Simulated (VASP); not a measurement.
# C2S3 (P2_1/c) in VASP: single point with PBE

Aim: the single point of C2S3 with PBE.

Everything below comes from runs of VASP 6.6.1. Logs are shortened: lines on timing, memory, paths and dates and some standing lists are left out, and cuts for length are marked.

### Step 1. The cell of the first run

The structure is monoclinic, space group P2_1/c (No. 14). Conventional cell: a = 6.364 Å, b = 7.319 Å, c = 11.243 Å, α = 90.00°, β = 105.09°, γ = 90.00°. C (site symmetry 1) has 1 C at 1.37 Å and 2 S at 1.74 Å within 1.8 Å. Within 2.2 Å of C (site symmetry 1) lie 3 S at 1.65 to 1.75 Å. S (site symmetry 1) has 2 C at 1.74 to 1.75 Å within 2.3 Å. Within 2.3 Å of S (site symmetry 1) lie 2 C at 1.74 to 1.75 Å. Within 2.2 Å of S (site symmetry 1) lie 1 C at 1.65 Å.

### Step 2. Single point, PBE

The input, INCAR:

```
SYSTEM = C2S3
PREC = Accurate ; ENCUT = 520
EDIFF = 1E-6 ; ISMEAR = -1
SIGMA = 0.02 ; LREAL = Auto
LASPH = .True. ; NELM = 80
ALGO = Normal ; ISIF = 2
LWAVE = .False. ; LCHARG = .False.
GGA = PE ; NBANDS = 68
```

The input, KPOINTS:

```
Automatic mesh
0
Gamma
  4 4 2
  0 0 0
```

The input, POSCAR:

```
C2S3
1.0
    6.3585184006      0.0000000000      0.2753577436
    0.0000000000      7.3194708941      0.0000000000
   -3.3936319956      0.0000000000     10.7182371223
C S
8 12
Direct
    0.4388183347      1.0044615911      0.0418818375
    0.5611816653      0.5044615911      0.4581181625
    0.5611816653     -0.0044615911      0.9581181625
    0.4388183347      0.4955384089      0.5418818375
    0.2946907273      0.2667572213      0.8863414374
    0.7053092727      0.7667572213      0.6136585626
    0.7053092727      0.7332427787      0.1136585626
    0.2946907273      0.2332427787      0.3863414374
    0.2419431062      0.1748101288      0.0196425881
    0.7580568938      0.6748101288      0.4803574119
    0.7580568938      0.8251898712      0.9803574119
    0.2419431062      0.3251898712      0.5196425881
    0.5038338373      0.1557857359      0.8399950600
    0.4961661627      0.6557857359      0.6600049400
    0.4961661627      0.8442142641      0.1600049400
    0.5038338373      0.3442142641      0.3399950600
    0.1581161587      0.4419253033      0.8109837496
    0.8418838413     -0.0580746967      0.6890162504
    0.8418838413      0.5580746967      0.1890162504
    0.1581161587      1.0580746967      0.3109837496
```

Potentials or basis: VASP PAW PBE potentials, release 64 (C, S).

Command:

```
> cat potpaw_PBE.64/C/POTCAR potpaw_PBE.64/S/POTCAR > POTCAR
> mpirun -np 1 vasp_std > vasp.out
```

OUTCAR:

```text
SYSTEM = C2S3
   PREC = Accurate
   ENCUT = 520
   EDIFF = 1E-6
   ISMEAR = -1
   LREAL = Auto
   LASPH = .True.
   NELM = 80
   ISIF = 2
   GGA = PE

 ion  position               nearest neighbor table
   1  0.439  0.004  0.042-   3 1.37  15 1.74   9 1.74
   2  0.561  0.504  0.458-   4 1.37  16 1.74  10 1.74
   3  0.561  0.996  0.958-   1 1.37  13 1.74  11 1.74
   4  0.439  0.496  0.542-   2 1.37  14 1.74  12 1.74
   5  0.295  0.267  0.886-  17 1.65  13 1.75   9 1.75
   6  0.705  0.767  0.614-  18 1.65  14 1.75  10 1.75
   7  0.705  0.733  0.114-  19 1.65  15 1.75  11 1.75
   8  0.295  0.233  0.386-  20 1.65  16 1.75  12 1.75
   9  0.242  0.175  0.020-   1 1.74   5 1.75
  10  0.758  0.675  0.480-   2 1.74   6 1.75
  11  0.758  0.825  0.980-   3 1.74   7 1.75
  12  0.242  0.325  0.520-   4 1.74   8 1.75
  13  0.504  0.156  0.840-   3 1.74   5 1.75
  14  0.496  0.656  0.660-   4 1.74   6 1.75
  15  0.496  0.844  0.160-   1 1.74   7 1.75
  16  0.504  0.344  0.340-   2 1.74   8 1.75
  17  0.158  0.442  0.811-   5 1.65
  18  0.842  0.942  0.689-   6 1.65
  19  0.842  0.558  0.189-   7 1.65
  20  0.158  0.058  0.311-   8 1.65

  LATTYP: Found a simple monoclinic cell.
 ALAT       =     6.3644778370
 B/A-ratio  =     1.1500504961
 C/A-ratio  =     1.7664697207
 COS(beta)  =    -0.2603238762

  Lattice vectors:

 A1 = (   6.3585184006,   0.0000000000,   0.2753577436)
 A2 = (   0.0000000000,   7.3194708941,   0.0000000000)
 A3 = (  -3.3936319956,   0.0000000000,  10.7182371223)

Analysis of symmetry for initial positions (statically):
=====================================================================
 Subroutine PRICEL returns:
 Original cell was already a primitive cell.

 Routine SETGRP: Setting up the symmetry group for a
 simple monoclinic supercell.

 Subroutine GETGRP returns: Found  4 space group operations
 (whereof  2 operations were pure point group operations)
 out of a pool of  4 trial point group operations.

The static configuration has the point symmetry S_2 .
 The point group associated with its full space group is C_2h.

Analysis of symmetry for dynamics (positions and initial velocities):
=====================================================================
 Subroutine PRICEL returns:
 Original cell was already a primitive cell.

 Routine SETGRP: Setting up the symmetry group for a
 simple monoclinic supercell.

 Subroutine GETGRP returns: Found  4 space group operations
 (whereof  2 operations were pure point group operations)
 out of a pool of  4 trial point group operations.

The dynamic configuration has the point symmetry S_2 .
 The point group associated with its full space group is C_2h.

 Subroutine INISYM returns: Found  4 space group operations
 (whereof  2 operations are pure point group operations),
 and found     1 'primitive' translations

----------------------------------------------------------------------------------------

                                     Primitive cell

  volume of cell :     505.6771

  direct lattice vectors                    reciprocal lattice vectors
     6.358518401  0.000000000  0.275357744     0.155142121  0.000000000  0.049121442
     0.000000000  7.319470894  0.000000000     0.000000000  0.136621897  0.000000000
    -3.393631996  0.000000000 10.718237122    -0.003985691  0.000000000  0.092036966

  length of vectors
     6.364477837  7.319470894 11.242657387     0.162732891  0.136621897  0.092123227

  position of ions in fractional coordinates (direct lattice)
     0.438818335  0.004461591  0.041881838
     0.561181665  0.504461591  0.458118162
     0.561181665  0.995538409  0.958118162
     0.438818335  0.495538409  0.541881838
     0.294690727  0.266757221  0.886341437
     0.705309273  0.766757221  0.613658563
[... 12 lines left out ...]
     0.841883841  0.558074697  0.189016250
     0.158116159  0.058074697  0.310983750

  ion indices of the primitive-cell ions
   primitive index   ion index
                 1           1
                 2           2
                 3           3
                 4           4
                 5           5
                 6           6
[... 12 lines left out ...]
                19          19
                20          20

----------------------------------------------------------------------------------------

 KPOINTS: Automatic mesh

Automatic generation of k-mesh.
 Grid dimensions read from file:
 generate k-points for:    4    4    2

 Generating k-lattice:

  Cartesian coordinates                     Fractional coordinates (reciprocal lattice)
     0.038785530  0.000000000  0.012280361     0.250000000  0.000000000  0.000000000
     0.000000000  0.034155474  0.000000000     0.000000000  0.250000000  0.000000000
    -0.001992846  0.000000000  0.046018483     0.000000000  0.000000000  0.500000000

  Length of vectors
     0.040683223  0.034155474  0.046061613

  Shift w.r.t. Gamma in fractional coordinates (k-lattice)
     0.000000000  0.000000000  0.000000000

 Subroutine IBZKPT returns following result:
 ===========================================

 Found     18 irreducible k-points:

 Following reciprocal coordinates:
            Coordinates               Weight
  0.000000  0.000000  0.000000      1.000000
  0.250000  0.000000  0.000000      2.000000
  0.500000  0.000000  0.000000      1.000000
  0.000000  0.250000  0.000000      2.000000
  0.250000  0.250000  0.000000      4.000000
  0.500000  0.250000  0.000000      2.000000
[... 10 lines left out ...]
  0.250000  0.500000  0.500000      2.000000
  0.500000  0.500000  0.500000      1.000000
   k-points           NKPTS =     18   k-points in BZ     NKDIM =     18   number of bands    NBANDS=     68
   number of dos      NEDOS =    301   number of ions     NIONS =     20
   total plane-waves  NPLWV = 217728
   dimension x,y,z NGX =    48 NGY =   54 NGZ =   84
   dimension x,y,z NGXF=    96 NGYF=  108 NGZF=  168
   ions per type =               8  12
   NGX,Y,Z   is equivalent  to a cutoff of  12.54, 12.26, 12.42 a.u.
   NGXF,Y,Z  is equivalent  to a cutoff of  25.08, 24.53, 24.84 a.u.
 SYSTEM =  C2S3
   PREC   = accura    normal or accurate (medium, high low for compatibility)
   ISTART =      0    job   : 0-new  1-cont  2-samecut
   ICHARG =      2    charge: 1-file 2-atom 10-const
   ISPIN  =      1    spin polarized calculation?
   LNONCOLLINEAR =      F non collinear calculations
   LSORBIT =      F    spin-orbit coupling
   LASPH  =      T    aspherical Exc in radial PAW
   ENCUT  =  520.0 eV  38.22 Ry    6.18 a.u.  11.83 13.61 20.90*2*pi/ulx,y,z
   NELM   =     80;   NELMIN=  2; NELMDL= -5     # of ELM steps
   EDIFF  = 0.1E-05   stopping-criterion for ELM
   LREAL  =      T    real-space projection
   EDIFFG = 0.1E-04   stopping-criterion for IOM
   NSW    =      0    number of steps for IOM
   IBRION =     -1    ionic relax: 0-MD 1-quasi-New 2-CG
   NFREE  =      0    steps in history (QN), initial steepest desc. (CG)
   ISIF   =      2    stress and relaxation
   ISYM   =      2    0-nonsym 1-usesym 2-fastsym
   POTIM  = 0.5000    time-step for ionic-motion
   TEBEG  =    0.0;   TEEND  =   0.0 temperature during run
   PSTRESS=    0.0 pullay stress
   NELECT =     104.0000    total number of electrons
   NUPDOWN=      -1.0000    fix difference up-down
   EMIN   =  10.00;   EMAX   =-10.00  energy-range for DOS
   EFERMI =   0.00;   METHOD = LEGACY
   ISMEAR =    -1;   SIGMA  =   0.02  broadening in eV -4-tet -1-fermi 0-gaus
   EFERMI_NEDOS =   21; number of points for ismear=-14 and -15
   IALGO  =     38    algorithm
   IMIX   =      4    mixing-type and parameters
     AMIX     =   0.40;   BMIX     =  1.00
     AMIX_MAG =   1.60;   BMIX_MAG =  1.00
  volume/ion in A,a.u.               =      25.28       170.62
  Fermi-wavevector in a.u.,A,eV,Ry     =   0.966336  1.826110 12.705193  0.933805
  Thomas-Fermi vector in A             =   2.096129
   LORBIT       =      0    0 simple, 1 ext, 2 COOP (PROOUT), +10 PAW based schemes
   GGA     = PE    functional components
   LHFCALC =     F    Hartree Fock is set to
   AEXX    =    0.0000 exact exchange contribution
   IVDW    =     0    specifies the selected vdW correction
   LEPSILON=     F    determine dielectric tensor
   LRPA    =     F    only Hartree local field effects (RPA)
 non-spin polarized calculation
  energy-cutoff  :      520.00
  volume of cell :      505.68
 maximum number of plane-waves:     13646
 NGX is ok and might be reduce to    48
   NGX = 23   NGY = 27   NGZ = 41

 number of electron     103.9999990 magnetization

 Free energy of the ion-electron system (eV)
  ---------------------------------------------------
  ext. energy  EPLUGINS =         0.00000000
  ---------------------------------------------------
  free energy    TOTEN  =      -117.28100254 eV

  energy without entropy =     -117.28100254  energy(sigma->0) =     -117.28100254

 E-fermi :   1.1614     XC(G=0):  -7.2092

 val. band max:        0.6732194209   @ k =   0.5000   0.0000   0.0000
 cond. band min:       2.5743877110   @ k =   0.5000   0.0000   0.0000
 fundamental gap:      1.9011682901
 Fermi energy:         1.1614082199

 k-point     1 :       0.0000    0.0000    0.0000
  band No.  band energies     occupation
      1     -17.7823      2.00000
      2     -17.7453      2.00000
      3     -16.3320      2.00000
      4     -16.3305      2.00000
      5     -14.7835      2.00000
      6     -14.7099      2.00000
[... 56 lines left out ...]
     63       4.6756      0.00000
     64       4.8275      0.00000

 k-point     2 :       0.2500    0.0000    0.0000
  band No.  band energies     occupation
      1     -17.7769      2.00000
      2     -17.7422      2.00000
      3     -16.3382      2.00000
      4     -16.3276      2.00000
      5     -14.7967      2.00000
      6     -14.7225      2.00000
[... 1061 lines left out ...]
     63       4.9982      0.00000
     64       4.9982      0.00000

 k-point    18 :       0.5000    0.5000    0.5000
  band No.  band energies     occupation
      1     -17.7533      2.00000
      2     -17.7533      2.00000
      3     -16.3395      2.00000
      4     -16.3395      2.00000
      5     -14.7702      2.00000
      6     -14.7702      2.00000
[... 56 lines left out ...]
     63       5.0836      0.00000
     64       5.0836      0.00000
 [bands above 64 left out]

------------------------ aborting loop because EDIFF is reached ----------------------------------------

  FORCE on cell =-STRESS in cart. coord.  units (eV):
  Direction    XX          YY          ZZ          XY          YZ          ZX
  --------------------------------------------------------------------------------------
  -------------------------------------------------------------------------------------
  Total       -1.0885166     -1.4411605     -1.0900678      0.0000000      0.0000000      0.2289894
  in kB       -3.4488342     -4.5661440     -3.4537489      0.0000000      0.0000000      0.7255254
  external PRESSURE =      -3.8229090 kB  Pullay stress =       0.0000000 kB

 VOLUME and BASIS-vectors are now :
 -----------------------------------------------------------------------------
  energy-cutoff  :      520.00
  volume of cell :      505.68
      direct lattice vectors                 reciprocal lattice vectors
     6.358518401  0.000000000  0.275357744     0.155142121  0.000000000  0.049121442
     0.000000000  7.319470894  0.000000000     0.000000000  0.136621897  0.000000000
    -3.393631996  0.000000000 10.718237122    -0.003985691  0.000000000  0.092036966

 POSITION                                       TOTAL-FORCE (eV/Angst)
 -----------------------------------------------------------------------------------
      2.64810      0.03266      0.56973        -0.091315      0.010249      0.069784
      2.01360      3.69239      5.06474         0.091315      0.010249     -0.069784
      0.31678      7.28681     10.42386         0.091315     -0.010249     -0.069784
      0.95129      3.62708      5.92885        -0.091315     -0.010249      0.069784
     -1.13412      1.95252      9.58116        -0.029354      0.054472     -0.026181
      2.40219      5.61226      6.77155         0.029354      0.054472      0.026181
[... 12 lines left out ...]
      4.71168      4.08481      2.25774        -0.051252      0.111941     -0.072971
     -0.04998      0.42508      3.37674         0.051252      0.111941      0.072971
 -----------------------------------------------------------------------------------
    total drift:                               -0.000000      0.000000      0.000000

  FREE ENERGIE OF THE ION-ELECTRON SYSTEM (eV)
  ---------------------------------------------------
  free  energy   TOTEN  =      -117.2810025423 eV

  energy  without entropy=     -117.2810025423  energy(sigma->0) =     -117.28100254
```

Run time: 18 min. Hardware: 1 thread of Intel Xeon Platinum 8259CL at 2.50GHz (Skylake/Cascade Lake), shared host; peak memory 0.69 GiB.

What came out:

```
Free energy            : -117.2810 eV
Pressure               : -0.4 GPa
Largest force          : 0.143 eV/Å
Band gap on the k mesh : 1.90 eV
```

Forces on the atoms (eV/Å):
```
C   -0.091  0.010  0.070
C    0.091  0.010 -0.070
C    0.091 -0.010 -0.070
C   -0.091 -0.010  0.070
C   -0.029  0.054 -0.026
C    0.029  0.054  0.026
C    0.029 -0.054  0.026
C   -0.029 -0.054 -0.026
S    0.114 -0.037 -0.066
S   -0.114 -0.037  0.066
S   -0.114  0.037  0.066
S    0.114  0.037 -0.066
S   -0.082 -0.020  0.094
S    0.082 -0.020 -0.094
S    0.082  0.020 -0.094
S   -0.082  0.020  0.094
S    0.051 -0.112  0.073
S   -0.051 -0.112 -0.073
S   -0.051  0.112 -0.073
S    0.051  0.112  0.073
```

Levels at points of the mesh, in eV from the valence-band top:
| k point | band 48 | band 49 | band 50 | band 51 | band 52 | band 53 | band 54 | band 55 | band 56 | band 57 |
| --- | --- | --- | --- | --- | --- | --- | --- | --- | --- | --- |
| (0.00, 0.00, 0.00) | -0.68 | -0.65 | -0.40 | -0.22 | -0.14 | 1.96 | 2.21 | 2.27 | 2.30 | 3.15 |
| (0.50, 0.00, 0.00) | -0.63 | -0.56 | -0.55 | -0.37 | 0.00 | 1.90 | 2.01 | 2.10 | 2.10 | 3.02 |
| (0.00, 0.50, 0.00) | -1.05 | -0.42 | -0.42 | -0.14 | -0.14 | 2.10 | 2.10 | 2.34 | 2.34 | 2.93 |
| (0.50, 0.50, 0.00) | -0.97 | -0.50 | -0.50 | -0.16 | -0.16 | 1.98 | 1.98 | 2.17 | 2.17 | 3.01 |
| (0.00, 0.00, 0.50) | -0.94 | -0.51 | -0.51 | -0.13 | -0.13 | 2.04 | 2.04 | 2.40 | 2.40 | 3.08 |
| (0.50, 0.00, 0.50) | -1.06 | -0.45 | -0.45 | -0.14 | -0.14 | 2.04 | 2.04 | 2.08 | 2.08 | 2.92 |
| (0.00, 0.50, 0.50) | -0.91 | -0.58 | -0.58 | -0.15 | -0.15 | 2.12 | 2.12 | 2.29 | 2.29 | 3.04 |
| (0.50, 0.50, 0.50) | -0.81 | -0.66 | -0.66 | -0.17 | -0.17 | 1.98 | 1.98 | 2.15 | 2.15 | 3.08 |

Caveat: this functional lacks dispersion, which holds the molecules together, so the pressure and a relaxed volume are unreliable. A k mesh can miss the band edges.
